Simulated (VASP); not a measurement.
## Si2Ni (fluorite type): single point with LDA

Si2Ni (fluorite type):

```
Ni Si
1.0
     0.00000    2.28110    2.28110
     2.28110    0.00000    2.28110
     2.28110    2.28110    0.00000
Ni Si
1 2
Cartesian
  0.0000 0.0000 0.0000
  1.1405 1.1405 1.1405
  3.4216 3.4216 3.4216
```

This cell differs from its parent crystal: volume scaled by 0.62.

* Program: VASP 6.6.1
* Task: single point
* Functional: LDA
* Potentials or basis: VASP PAW LDA potentials, release 64 (Ni, Si)
* Cutoff: 520 eV
* k mesh: 11 × 11 × 11
* Occupations: fermi-dirac, width 0.05 eV
* Spin: no spin polarisation
* Dipole correction: no
* Further INCAR settings: ALGO = Normal; EDIFF = 1e-06; NBANDS = 16

| Quantity | Value |
| --- | --- |
| Pressure | 235.0 GPa |
| Band gap on the k mesh | zero (band 9 reaches 21.03 eV, above the bottom of band 10 at 19.92 eV) |

Levels at points of the mesh, in eV from the Fermi level:
```tsv
k point	band 6	band 7	band 8	band 9	band 10	band 11	band 12	band 13
(0.00, 0.00, 0.00)	-7.80	0.54	0.54	0.54	2.35	2.35	2.35	4.70
```

Wall time 34 s on 1 thread of AMD EPYC 7R13 Processor (Zen 3), on a shared host, peak memory 0.11 GiB.

 Spin polarisation is off, so any magnetic state and its effect on volume and gap are missing.
